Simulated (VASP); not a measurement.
# Mg (Pm-3m) in VASP: notebook

Mg is run at these levels: r2SCAN; tasks: single point.

Everything below comes from runs of VASP 6.6.1. Logs are shortened: lines on timing, memory, paths and dates and some standing lists are left out, and cuts for length are marked.

### Step 1. The cell of the first run

Symmetry: Pm-3m, No. 221, cubic system. Conventional cell: a = 2.999 Å, b = 2.999 Å, c = 2.999 Å, α = 90.00°, β = 90.00°, γ = 90.00°. Mg (site symmetry m-3m) has 6 Mg at 3.00 Å within 3.9 Å.

### Step 2. Single point, r2SCAN

POSCAR

```
Mg
1.0
    2.9994979981      0.0000000000      0.0000000000
    0.0000000000      2.9994979981      0.0000000000
    0.0000000000      0.0000000000      2.9994979981
Mg
1
Direct
    0.0000000000      0.0000000000      0.0000000000
```

INCAR.step1

```
SYSTEM = Mg
  PREC = Accurate
  ENCUT = 660
  ISMEAR = -1
  SIGMA = 0.1
  LREAL = .False.
  LASPH = .True.
  NELM = 120
  NBANDS = 7
  GGA = PE
  ALGO = Normal
  EDIFF = 1E-5
  LWAVE = .True.
  LCHARG = .False.
  GGA_COMPAT = .False.
```

INCAR.step2

```
SYSTEM = Mg
  PREC = Accurate
  ENCUT = 660
  EDIFF = 1E-6
  ISMEAR = -1
  SIGMA = 0.1
  LREAL = .False.
  LASPH = .True.
  NELM = 120
  ALGO = Normal
  ISIF = 2
  LWAVE = .False.
  LCHARG = .True.
  METAGGA = R2SCAN
  LMIXTAU = .True.
  LELF = .True.
  LVHAR = .True.
  NBANDS = 7
  ISTART = 1
  GGA_COMPAT = .False.
```

KPOINTS

```
Automatic mesh
0
Gamma
  6 6 6
  0 0 0
```

Potentials or basis: VASP PAW PBE potentials, release 64 (Mg).

Started as:

```
cat potpaw_PBE.64/Mg/POTCAR > POTCAR
cp INCAR.step1 INCAR
mpirun -np 1 vasp_std > vasp.out
cp INCAR.step2 INCAR
mpirun -np 1 vasp_std > vasp.out
```

OUTCAR:

```text
SYSTEM = Mg
   PREC = Accurate
   ENCUT = 660
   EDIFF = 1E-6
   ISMEAR = -1
   LREAL = .False.
   LASPH = .True.
   NELM = 120
   ISIF = 2
   METAGGA = R2SCAN
   ISTART = 1

 ion  position               nearest neighbor table
   1  0.000  0.000  0.000-

  LATTYP: Found a simple cubic cell.
 ALAT       =     2.9994979981

  Lattice vectors:

 A1 = (   2.9994979981,   0.0000000000,   0.0000000000)
 A2 = (   0.0000000000,   2.9994979981,   0.0000000000)
 A3 = (   0.0000000000,   0.0000000000,   2.9994979981)

Analysis of symmetry for initial positions (statically):
=====================================================================
 Subroutine PRICEL returns:
 Original cell was already a primitive cell.

 Routine SETGRP: Setting up the symmetry group for a
 simple cubic supercell.

 Subroutine GETGRP returns: Found 48 space group operations
 (whereof 48 operations were pure point group operations)
 out of a pool of 48 trial point group operations.

The static configuration has the point symmetry O_h .

Analysis of symmetry for dynamics (positions and initial velocities):
=====================================================================
 Subroutine PRICEL returns:
 Original cell was already a primitive cell.

 Routine SETGRP: Setting up the symmetry group for a
 simple cubic supercell.

 Subroutine GETGRP returns: Found 48 space group operations
 (whereof 48 operations were pure point group operations)
 out of a pool of 48 trial point group operations.

The dynamic configuration has the point symmetry O_h .

 Subroutine INISYM returns: Found 48 space group operations
 (whereof 48 operations are pure point group operations),
 and found     1 'primitive' translations

----------------------------------------------------------------------------------------

                                     Primitive cell

  volume of cell :      26.9864

  direct lattice vectors                    reciprocal lattice vectors
     2.999497998  0.000000000  0.000000000     0.333389121  0.000000000  0.000000000
     0.000000000  2.999497998  0.000000000     0.000000000  0.333389121  0.000000000
     0.000000000  0.000000000  2.999497998     0.000000000  0.000000000  0.333389121

  length of vectors
     2.999497998  2.999497998  2.999497998     0.333389121  0.333389121  0.333389121

  position of ions in fractional coordinates (direct lattice)
     0.000000000  0.000000000  0.000000000

  ion indices of the primitive-cell ions
   primitive index   ion index
                 1           1

----------------------------------------------------------------------------------------

 KPOINTS: Automatic mesh

Automatic generation of k-mesh.
 Grid dimensions read from file:
 generate k-points for:    6    6    6

 Generating k-lattice:

  Cartesian coordinates                     Fractional coordinates (reciprocal lattice)
     0.055564853  0.000000000  0.000000000     0.166666667  0.000000000  0.000000000
     0.000000000  0.055564853  0.000000000     0.000000000  0.166666667  0.000000000
     0.000000000  0.000000000  0.055564853     0.000000000  0.000000000  0.166666667

  Length of vectors
     0.055564853  0.055564853  0.055564853

  Shift w.r.t. Gamma in fractional coordinates (k-lattice)
     0.000000000  0.000000000  0.000000000

 Subroutine IBZKPT returns following result:
 ===========================================

 Found     20 irreducible k-points:

 Following reciprocal coordinates:
            Coordinates               Weight
  0.000000  0.000000  0.000000      1.000000
  0.166667  0.000000  0.000000      6.000000
  0.333333  0.000000  0.000000      6.000000
  0.500000  0.000000  0.000000      3.000000
  0.166667  0.166667  0.000000     12.000000
  0.333333  0.166667  0.000000     24.000000
[... 12 lines left out ...]
  0.500000  0.500000  0.333333      6.000000
  0.500000  0.500000  0.500000      1.000000
   k-points           NKPTS =     20   k-points in BZ     NKDIM =     20   number of bands    NBANDS=      7
   number of dos      NEDOS =    301   number of ions     NIONS =      1
   total plane-waves  NPLWV =  21952
   dimension x,y,z NGX =    28 NGY =   28 NGZ =   28
   dimension x,y,z NGXF=    56 NGYF=   56 NGZF=   56
   ions per type =               1
   NGX,Y,Z   is equivalent  to a cutoff of  15.52, 15.52, 15.52 a.u.
   NGXF,Y,Z  is equivalent  to a cutoff of  31.04, 31.04, 31.04 a.u.
 SYSTEM =  Mg
   PREC   = accura    normal or accurate (medium, high low for compatibility)
   ISTART =      1    job   : 0-new  1-cont  2-samecut
   ICHARG =      0    charge: 1-file 2-atom 10-const
   ISPIN  =      1    spin polarized calculation?
   LNONCOLLINEAR =      F non collinear calculations
   LSORBIT =      F    spin-orbit coupling
   LASPH  =      T    aspherical Exc in radial PAW
   ENCUT  =  660.0 eV  48.51 Ry    6.96 a.u.   6.28  6.28  6.28*2*pi/ulx,y,z
   NELM   =    120;   NELMIN=  2; NELMDL=  0     # of ELM steps
   EDIFF  = 0.1E-05   stopping-criterion for ELM
   LREAL  =      F    real-space projection
   EDIFFG = 0.1E-04   stopping-criterion for IOM
   NSW    =      0    number of steps for IOM
   IBRION =     -1    ionic relax: 0-MD 1-quasi-New 2-CG
   NFREE  =      0    steps in history (QN), initial steepest desc. (CG)
   ISIF   =      2    stress and relaxation
   ISYM   =      2    0-nonsym 1-usesym 2-fastsym
   POTIM  = 0.5000    time-step for ionic-motion
   TEBEG  =    0.0;   TEEND  =   0.0 temperature during run
   PSTRESS=    0.0 pullay stress
   NELECT =       2.0000    total number of electrons
   NUPDOWN=      -1.0000    fix difference up-down
   EMIN   =  10.00;   EMAX   =-10.00  energy-range for DOS
   EFERMI =   0.00;   METHOD = LEGACY
   ISMEAR =    -1;   SIGMA  =   0.10  broadening in eV -4-tet -1-fermi 0-gaus
   EFERMI_NEDOS =   21; number of points for ismear=-14 and -15
   IALGO  =     38    algorithm
   IMIX   =      4    mixing-type and parameters
     AMIX     =   0.40;   BMIX     =  1.00
     AMIX_MAG =   1.60;   BMIX_MAG =  1.00
  volume/ion in A,a.u.               =      26.99       182.11
  Fermi-wavevector in a.u.,A,eV,Ry     =   0.687653  1.299476  6.433749  0.472867
  Thomas-Fermi vector in A             =   1.768230
   LORBIT       =      0    0 simple, 1 ext, 2 COOP (PROOUT), +10 PAW based schemes
   METAGGA = R2SCAN    functional components
   LHFCALC =     F    Hartree Fock is set to
   AEXX    =    0.0000 exact exchange contribution
   IVDW    =     0    specifies the selected vdW correction
   LEPSILON=     F    determine dielectric tensor
   LRPA    =     F    only Hartree local field effects (RPA)
 non-spin polarized calculation
  energy-cutoff  :      660.00
  volume of cell :       26.99
 maximum number of plane-waves:      1064
 NGX is ok and might be reduce to    28
   NGX = 13   NGY = 13   NGZ = 13

 number of electron       2.0000000 magnetization

 Free energy of the ion-electron system (eV)
  ---------------------------------------------------
  ext. energy  EPLUGINS =         0.00000000
  ---------------------------------------------------
  free energy    TOTEN  =        -3.68514331 eV

  energy without entropy =       -3.65649606  energy(sigma->0) =       -3.67081968

 E-fermi :   1.7597     XC(G=0):  -8.5312

 val. band max:        1.4195112162   @ k =   0.5000   0.3333   0.0000
 cond. band min:       1.8251573630   @ k =   0.5000   0.3333   0.1667
 fundamental gap:      0.4056461468
 Fermi energy:         1.7596946530

 k-point     1 :       0.0000    0.0000    0.0000
  band No.  band energies     occupation
      1      -4.9196      2.00000
      2      10.5585      0.00000
      3      10.5585      0.00000
      4      12.2027      0.00000
      5      12.2027      0.00000
      6      12.2027      0.00000
      7      17.3277      0.00000

 k-point     2 :       0.1667    0.0000    0.0000
  band No.  band energies     occupation
      1      -4.4207      2.00000
      2       6.8460      0.00000
      3      10.9949      0.00000
      4      12.6209      0.00000
      5      12.6209      0.00000
      6      14.7026      0.00000
      7      19.6510      0.00000

 k-point     3 :       0.3333    0.0000    0.0000
  band No.  band energies     occupation
      1      -2.9375      2.00000
      2       2.8008      0.00006
      3      12.1904      0.00000
      4      13.8785      0.00000
      5      13.8785      0.00000
      6      16.5809      0.00000
      7      18.9276      0.00000

 k-point     4 :       0.5000    0.0000    0.0000
  band No.  band energies     occupation
      1      -0.5778      2.00000
      2      -0.4369      2.00000
      3      13.2020      0.00000
      4      15.9641      0.00000
      5      15.9641      0.00000
      6      16.0000      0.00000
      7      16.0000      0.00000

 k-point     5 :       0.1667    0.1667    0.0000
  band No.  band energies     occupation
      1      -3.9238      2.00000
      2       6.7812      0.00000
      3       8.0018      0.00000
      4      13.0384      0.00000
      5      13.4176      0.00000
      6      17.7343      0.00000
      7      18.8313      0.00000

 k-point     6 :       0.3333    0.1667    0.0000
  band No.  band energies     occupation
      1      -2.4466      2.00000
      2       3.2502      0.00000
      3       8.8396      0.00000
      4      13.6109      0.00000
      5      14.2916      0.00000
      6      16.1553      0.00000
      7      19.2766      0.00000

 k-point     7 :       0.5000    0.1667    0.0000
  band No.  band energies     occupation
      1      -0.0867      2.00000
      2       0.0305      2.00000
      3      10.5978      0.00000
      4      11.5494      0.00000
      5      16.3207      0.00000
      6      16.4417      0.00000
      7      17.2804      0.00000

 k-point     8 :       0.3333    0.3333    0.0000
  band No.  band energies     occupation
      1      -0.9884      2.00000
      2       4.0995      0.00000
      3       5.3902      0.00000
      4      10.2516      0.00000
      5      15.5205      0.00000
      6      17.0761      0.00000
      7      19.6560      0.00000

 k-point     9 :       0.5000    0.3333    0.0000
  band No.  band energies     occupation
      1       1.3522      1.96658
      2       1.4195      1.93552
      3       6.9847      0.00000
      4       7.2978      0.00000
      5      17.3834      0.00000
      6      17.6581      0.00000
      7      19.1229      0.00000

 k-point    10 :       0.5000    0.5000    0.0000
  band No.  band energies     occupation
      1       3.2051      0.00000
      2       3.2051      0.00000
      3       4.3540      0.00000
      4       4.5531      0.00000
      5      18.7050      0.00000
      6      18.7050      0.00000
      7      19.9529      0.00000

 k-point    11 :       0.1667    0.1667    0.1667
  band No.  band energies     occupation
      1      -3.4290      2.00000
      2       7.2278      0.00000
      3       7.2278      0.00000
      4       9.7799      0.00000
      5      17.5644      0.00000
      6      17.5644      0.00000
      7      19.2124      0.00000

 k-point    12 :       0.3333    0.1667    0.1667
  band No.  band energies     occupation
      1      -1.9580      2.00000
      2       3.6973      0.00000
      3       8.5414      0.00000
      4      10.5505      0.00000
      5      14.2699      0.00000
      6      15.7877      0.00000
      7      19.6936      0.00000

 k-point    13 :       0.5000    0.1667    0.1667
  band No.  band energies     occupation
      1       0.3999      2.00000
      2       0.4974      1.99999
      3      10.0929      0.00000
      4      11.8415      0.00000
      5      12.1876      0.00000
      6      13.4239      0.00000
      7      20.8185      0.00000

 k-point    14 :       0.3333    0.3333    0.1667
  band No.  band energies     occupation
      1      -0.5064      2.00000
      2       4.5493      0.00000
      3       5.7808      0.00000
      4      10.3012      0.00000
      5      11.7257      0.00000
      6      15.6247      0.00000
      7      17.9497      0.00000

 k-point    15 :       0.5000    0.3333    0.1667
  band No.  band energies     occupation
      1       1.8252      0.68390
      2       1.8838      0.44853
      3       7.3251      0.00000
      4       7.7616      0.00000
      5      13.3516      0.00000
      6      13.5444      0.00000
      7      18.8297      0.00000

 k-point    16 :       0.5000    0.5000    0.1667
  band No.  band energies     occupation
      1       3.6553      0.00000
      2       3.6553      0.00000
      3       4.7896      0.00000
      4       5.0344      0.00000
      5      14.7078      0.00000
      6      14.7078      0.00000
      7      16.7786      0.00000

 k-point    17 :       0.3333    0.3333    0.3333
  band No.  band energies     occupation
      1       0.9235      1.99953
      2       5.8880      0.00000
      3       5.8880      0.00000
      4       8.3027      0.00000
      5      11.5376      0.00000
      6      11.5376      0.00000
      7      14.8042      0.00000

 k-point    18 :       0.5000    0.3333    0.3333
  band No.  band energies     occupation
      1       3.2089      0.00000
      2       3.2604      0.00000
      3       7.6283      0.00000
      4       8.8715      0.00000
      5       9.3933      0.00000
      6      10.4750      0.00000
      7      15.3472      0.00000

 k-point    19 :       0.5000    0.5000    0.3333
  band No.  band energies     occupation
      1       4.9991      0.00000
      2       4.9991      0.00000
      3       5.9302      0.00000
      4       6.4239      0.00000
      5      10.6090      0.00000
      6      10.6090      0.00000
      7      13.1308      0.00000

 k-point    20 :       0.5000    0.5000    0.5000
  band No.  band energies     occupation
      1       6.8042      0.00000
      2       6.8042      0.00000
      3       6.8042      0.00000
      4       7.8758      0.00000
      5       7.8758      0.00000
      6       7.8758      0.00000
      7      10.6704      0.00000

------------------------ aborting loop because EDIFF is reached ----------------------------------------

  FORCE on cell =-STRESS in cart. coord.  units (eV):
  Direction    XX          YY          ZZ          XY          YZ          ZX
  --------------------------------------------------------------------------------------
  -------------------------------------------------------------------------------------
  Total       -0.0102826     -0.0102826     -0.0102826      0.0000000      0.0000000     -0.0000000
  in kB       -0.6104727     -0.6104727     -0.6104727      0.0000000      0.0000000     -0.0000000
  external PRESSURE =      -0.6104727 kB  Pullay stress =       0.0000000 kB

 VOLUME and BASIS-vectors are now :
 -----------------------------------------------------------------------------
  energy-cutoff  :      660.00
  volume of cell :       26.99
      direct lattice vectors                 reciprocal lattice vectors
     2.999497998  0.000000000  0.000000000     0.333389121  0.000000000  0.000000000
     0.000000000  2.999497998  0.000000000     0.000000000  0.333389121  0.000000000
     0.000000000  0.000000000  2.999497998     0.000000000  0.000000000  0.333389121

 POSITION                                       TOTAL-FORCE (eV/Angst)
 -----------------------------------------------------------------------------------
      0.00000      0.00000      0.00000         0.000000      0.000000      0.000000
 -----------------------------------------------------------------------------------
    total drift:                               -0.000000     -0.000000     -0.000000

  FREE ENERGIE OF THE ION-ELECTRON SYSTEM (eV)
  ---------------------------------------------------
  free  energy   TOTEN  =        -3.6851433062 eV

  energy  without entropy=       -3.6564960629  energy(sigma->0) =       -3.67081968
```

Wall time 11 s (1 thread of Intel Xeon 6975P-C (Granite Rapids), shared host); peak memory 0.15 GiB.

What came out:

- Free energy: -3.6851 eV
- Pressure: -0.1 GPa
- Band gap on the k mesh: zero (band 1 reaches 6.80 eV, above the bottom of band 2 at -0.44 eV)

Levels at points of the mesh, in eV from the Fermi level:
| k point | band 1 | band 2 | band 3 | band 4 |
| --- | --- | --- | --- | --- |
| (0.00, 0.00, 0.00) | -6.68 | 8.80 | 8.80 | 10.44 |
| (0.50, 0.00, 0.00) | -2.34 | -2.20 | 11.44 | 14.20 |
| (0.50, 0.50, 0.00) | 1.45 | 1.45 | 2.59 | 2.79 |
| (0.50, 0.50, 0.50) | 5.04 | 5.04 | 5.04 | 6.12 |

Caveat: the PAW data sets were made with another functional, which shifts forces and pressure a little.

[end of part 1 of 2]
